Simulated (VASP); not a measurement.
# Ga (Pm-3m) in VASP: a series of runs, part 2 of 2

VASP 6.6.1. Earlier steps stand in the parts before.

**4. Single point, PBE**

This run uses another cell than the first one, of 20.13 Å³/atom.

INCAR reads:

```
  PREC = Accurate
  ENCUT = 520
  EDIFF = 1E-6
  ISMEAR = -1
  SIGMA = 0.06122561905347299
  LREAL = False
  LASPH = True
  NELM = 60
  ALGO = Normal
  ISIF = 2
  LWAVE = False
  LCHARG = True
  GGA = PE
  LELF = True
  LVHAR = True
  NBANDS = 12
```

KPOINTS reads:

```
regular mesh
0
Gamma
  20 20 20
```

POSCAR reads:

```
Ga
1.0
    2.7201811983      0.0000000000      0.0000000000
    0.0000000000      2.7201811983      0.0000000000
    0.0000000000      0.0000000000      2.7201811983
Ga
1
Direct
    0.0000000000      0.0000000000      0.0000000000
```

Potentials or basis: VASP PAW PBE potentials, release 64 (Ga_d).

The run is started by

```sh
cat potpaw_PBE.64/Ga_d/POTCAR > POTCAR
mpirun -np 1 vasp_std > vasp.out
```

OUTCAR:

```text
PREC = Accurate
   ENCUT = 520
   EDIFF = 1E-6
   ISMEAR = -1
   LREAL = False
   LASPH = True
   NELM = 60
   ISIF = 2
   GGA = PE

 ion  position               nearest neighbor table
   1  0.000  0.000  0.000-

  LATTYP: Found a simple cubic cell.
 ALAT       =     2.7201811983

  Lattice vectors:

 A1 = (   2.7201811983,   0.0000000000,   0.0000000000)
 A2 = (   0.0000000000,   2.7201811983,   0.0000000000)
 A3 = (   0.0000000000,   0.0000000000,   2.7201811983)

Analysis of symmetry for initial positions (statically):
=====================================================================
 Subroutine PRICEL returns:
 Original cell was already a primitive cell.

 Routine SETGRP: Setting up the symmetry group for a
 simple cubic supercell.

 Subroutine GETGRP returns: Found 48 space group operations
 (whereof 48 operations were pure point group operations)
 out of a pool of 48 trial point group operations.

The static configuration has the point symmetry O_h .

Analysis of symmetry for dynamics (positions and initial velocities):
=====================================================================
 Subroutine PRICEL returns:
 Original cell was already a primitive cell.

 Routine SETGRP: Setting up the symmetry group for a
 simple cubic supercell.

 Subroutine GETGRP returns: Found 48 space group operations
 (whereof 48 operations were pure point group operations)
 out of a pool of 48 trial point group operations.

The dynamic configuration has the point symmetry O_h .

 Subroutine INISYM returns: Found 48 space group operations
 (whereof 48 operations are pure point group operations),
 and found     1 'primitive' translations

----------------------------------------------------------------------------------------

                                     Primitive cell

[... 105 lines left out ...]
   IALGO  =     38    algorithm
   IMIX   =      4    mixing-type and parameters
     AMIX     =   0.40;   BMIX     =  1.00
     AMIX_MAG =   1.60;   BMIX_MAG =  1.00
  volume/ion in A,a.u.               =      20.13       135.83
  Fermi-wavevector in a.u.,A,eV,Ry     =   1.415114  2.674178 27.246317  2.002548
  Thomas-Fermi vector in A             =   2.536586
   LORBIT       =      0    0 simple, 1 ext, 2 COOP (PROOUT), +10 PAW based schemes
   GGA     = PE    functional components
   LHFCALC =     F    Hartree Fock is set to
   AEXX    =    0.0000 exact exchange contribution
   IVDW    =     0    specifies the selected vdW correction
   LEPSILON=     F    determine dielectric tensor
   LRPA    =     F    only Hartree local field effects (RPA)
 non-spin polarized calculation
  energy-cutoff  :      520.00
  volume of cell :       20.13
 maximum number of plane-waves:       554
   NGX = 11   NGY = 11   NGZ = 11

 number of electron      13.0000027 magnetization

 Free energy of the ion-electron system (eV)
  ---------------------------------------------------
  ext. energy  EPLUGINS =         0.00000000
  ---------------------------------------------------
  free energy    TOTEN  =        -2.82868663 eV

  energy without entropy =       -2.82250793  energy(sigma->0) =       -2.82559728

 E-fermi :   4.7307     XC(G=0): -10.6171

 val. band max:        4.7262720862   @ k =   0.4500   0.4000   0.2000
 cond. band min:       4.7585302687   @ k =   0.4000   0.4000   0.1000
 fundamental gap:      0.0322581825
 Fermi energy:         4.7306763890

 k-point     1 :       0.0000    0.0000    0.0000
  band No.  band energies     occupation
      1     -10.3830      2.00000
      2     -10.3830      2.00000
      3      -9.8745      2.00000
      4      -9.8745      2.00000
      5      -9.8745      2.00000
      6      -5.8084      2.00000
      7      13.6510      0.00000
      8      13.6510      0.00000
      9      13.6510      0.00000
     10      16.5826      0.00000
     11      16.5826      0.00000
     12      19.0204      0.00000
[... 331 lines left out ...]
 k-point    24 :       0.2000    0.1000    0.0000
  band No.  band energies     occupation
      1     -10.3465      2.00000
      2     -10.2500      2.00000
      3      -9.9408      2.00000
      4      -9.9217      2.00000
      5      -9.8835      2.00000
      6      -4.7934      2.00000
      7       8.0229      0.00000
      8      12.0062      0.00000
      9      14.6804      0.00000
     10      18.1085      0.00000
     11      20.8214      0.00000
     12      24.1741      0.00000

 [... further k-points ...]
[... 5 lines left out ...]
  --------------------------------------------------------------------------------------
  -------------------------------------------------------------------------------------
  Total       -0.0068336     -0.0068336     -0.0068336     -0.0000000     -0.0000000     -0.0000000
  in kB       -0.5439593     -0.5439593     -0.5439593     -0.0000000     -0.0000000     -0.0000000
  external PRESSURE =      -0.5439593 kB  Pullay stress =       0.0000000 kB

 VOLUME and BASIS-vectors are now :
 -----------------------------------------------------------------------------
  energy-cutoff  :      520.00
  volume of cell :       20.13
      direct lattice vectors                 reciprocal lattice vectors
     2.720181198  0.000000000  0.000000000     0.367622569  0.000000000  0.000000000
     0.000000000  2.720181198  0.000000000     0.000000000  0.367622569  0.000000000
     0.000000000  0.000000000  2.720181198     0.000000000  0.000000000  0.367622569

 POSITION                                       TOTAL-FORCE (eV/Angst)
 -----------------------------------------------------------------------------------
      0.00000      0.00000      0.00000         0.000000      0.000000      0.000000
 -----------------------------------------------------------------------------------
    total drift:                                0.000000      0.000000      0.000000

  FREE ENERGIE OF THE ION-ELECTRON SYSTEM (eV)
  ---------------------------------------------------
  free  energy   TOTEN  =        -2.8286866296 eV

  energy  without entropy=       -2.8225079346  energy(sigma->0) =       -2.82559728
```

Run time: 29 s. Hardware: 1 thread of Intel Xeon Platinum 8488C (Sapphire Rapids), shared host; peak memory 0.18 GiB.

What came out:

* Free energy: -2.8287 eV
* Pressure: -0.1 GPa
* Band gap on the k mesh: zero (an odd number of electrons rules out a gap without spin polarisation)

Levels at points of the mesh, in eV from the Fermi level:
| k point | band 2 | band 3 | band 4 | band 5 | band 6 | band 7 | band 8 | band 9 | band 10 | band 11 |
| --- | --- | --- | --- | --- | --- | --- | --- | --- | --- | --- |
| (0.00, 0.00, 0.00) | -15.11 | -14.61 | -14.61 | -14.61 | -10.54 | 8.92 | 8.92 | 8.92 | 11.85 | 11.85 |
| (0.50, 0.00, 0.00) | -14.79 | -14.74 | -14.74 | -14.59 | -6.20 | -4.08 | 12.33 | 12.33 | 15.54 | 16.39 |
| (0.50, 0.50, 0.00) | -14.93 | -14.72 | -14.72 | -14.47 | -1.68 | -0.66 | -0.66 | 4.22 | 15.81 | 20.42 |
| (0.50, 0.50, 0.50) | -14.94 | -14.94 | -14.46 | -14.46 | 2.61 | 2.61 | 2.61 | 3.71 | 8.18 | 8.18 |

**5. Single point, PBE**

This run uses another cell than the first one, of 20.53 Å³/atom.

INCAR reads:

```
PREC = Accurate ; ENCUT = 520
EDIFF = 1E-6 ; ISMEAR = -1
SIGMA = 0.06122561905347299 ; LREAL = F
LASPH = T ; NELM = 100
ALGO = Normal ; ISIF = 2
LWAVE = F ; LCHARG = F
GGA = PE ; NBANDS = 12
```

KPOINTS is that of step 4.

POSCAR reads:

```
Ga
1.0
    2.7381961683      0.0000000000      0.0000000000
    0.0000000000      2.7381961683      0.0000000000
    0.0000000000      0.0000000000      2.7381961683
Ga
1
Direct
    0.0000000000      0.0000000000      0.0000000000
```

The run is started by

```sh
cat potpaw_PBE.64/Ga_d/POTCAR > POTCAR
mpirun -np 1 vasp_std > vasp.out
```

It took 31 s on 1 thread of Intel Xeon Platinum 8488C (Sapphire Rapids), shared host; peak memory 0.17 GiB.

It converged, with:

* Free energy: -2.8276 eV
* Pressure: -0.9 GPa
* Band gap on the k mesh: zero (an odd number of electrons rules out a gap without spin polarisation)

Levels at points of the mesh, in eV from the Fermi level:
| k point | band 4 | band 5 | band 6 | band 7 | band 8 | band 9 |
| --- | --- | --- | --- | --- | --- | --- |
| (0.00, 0.00, 0.00) | -14.60 | -14.60 | -10.41 | 8.78 | 8.78 | 8.78 |
| (0.50, 0.00, 0.00) | -14.74 | -14.59 | -6.17 | -3.99 | 12.11 | 12.11 |
| (0.50, 0.50, 0.00) | -14.72 | -14.48 | -1.76 | -0.64 | -0.64 | 4.22 |
| (0.50, 0.50, 0.50) | -14.47 | -14.47 | 2.57 | 2.57 | 2.57 | 3.47 |

**6. Single point, PBE**

This run uses another cell than the first one, of 20.53 Å³/atom.

INCAR reads:

```
SYSTEM = Ga
  PREC = Accurate
  ENCUT = 520
  EDIFF = 1E-7
  ISMEAR = -1
  SIGMA = 0.06122561905347299
  LREAL = .FALSE.
  LASPH = .TRUE.
  NELM = 80
  ALGO = Normal
  ISIF = 2
  LWAVE = .FALSE.
  LCHARG = .FALSE.
  GGA = PE
  NBANDS = 12
```

KPOINTS reads:

```
regular mesh
0
G
  20 20 20
  0 0 0
```

POSCAR is that of step 5.

Potentials or basis: VASP PAW PBE potentials, release 64 (Ga_d).

The run is started by

```sh
cat potpaw_PBE.64/Ga_d/POTCAR > POTCAR
mpirun -np 1 vasp_std > vasp.out
```

Run time: 42 s. Hardware: 1 thread of Intel Xeon Platinum 8488C (Sapphire Rapids), shared host; peak memory 0.17 GiB.

The run converged. Its results:

| Quantity | Value |
| --- | --- |
| Free energy | -2.8276 eV |
| Pressure | -0.8 GPa |
| Band gap on the k mesh | zero (an odd number of electrons rules out a gap without spin polarisation) |

Levels at points of the mesh, in eV from the Fermi level:
```csv
k point,band 2,band 3,band 4,band 5,band 6,band 7,band 8,band 9,band 10,band 11
"(0.00, 0.00, 0.00)",-15.09,-14.60,-14.60,-14.60,-10.41,8.78,8.78,8.78,11.72,11.72
"(0.50, 0.00, 0.00)",-14.78,-14.74,-14.74,-14.59,-6.17,-3.99,12.11,12.11,15.35,16.20
"(0.50, 0.50, 0.00)",-14.91,-14.72,-14.72,-14.48,-1.76,-0.64,-0.64,4.22,15.49,20.20
"(0.50, 0.50, 0.50)",-14.92,-14.92,-14.47,-14.47,2.57,2.57,2.57,3.47,8.12,8.12
```

**7. Overview**

```tsv
cell	gap on the mesh (eV)	pressure (GPa)
a = 2.702 Å, 1 atom	none	0.9
a = 2.720 Å, 1 atom	none	-0.1
a = 2.738 Å, 1 atom	none	-0.8
```

Alike in all rows: task single point; level PBE; potentials or basis VASP PAW PBE potentials, release 64 (Ga_d); no spin polarisation; k mesh 20 × 20 × 20; cutoff (eV) 520; smearing fermi-dirac 0.0612256 eV.

Absolute energies hang on the potentials; compare differences alone.
